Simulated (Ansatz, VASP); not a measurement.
# One calculation of InSb, two programs

```
In Sb
1.0
     5.02956    0.00000    0.00000
    -2.51478    4.35573    0.00000
     0.00000    0.00000    6.20579
In Sb
2 2
Direct
  0.33333 0.66667 0.25000
  0.66667 0.33333 0.75000
  0.66667 0.33333 0.25000
  0.33333 0.66667 0.75000
```

Alike in both runs: task single point; functional r2SCAN; k mesh 6 × 6 × 4; occupations fermi-dirac, width 0.02 eV; no spin polarisation.

|  | VASP | Ansatz |
| --- | --- | --- |
| version | VASP 6.6.1 | Ansatz 0.2.0 |
| potentials or method | VASP PAW PBE potentials, release 64 (In_d, Sb) | plane waves, PAW |
| plane-wave cutoff (eV) | 520 | 500 |
| valence electrons in the cell | 36 | 56 |

|  | VASP | Ansatz | Ansatz less VASP |
| --- | --- | --- | --- |
| pressure (GPa) | 0.2 | 0.0 | -0.17 |

VASP's potentials were made for PBE, not for r2SCAN. VASP's potentials hold 36 valence electrons a cell and Ansatz's 56, so a difference there can come from the potentials and not from the codes.

Neither program's run includes spin-orbit coupling.
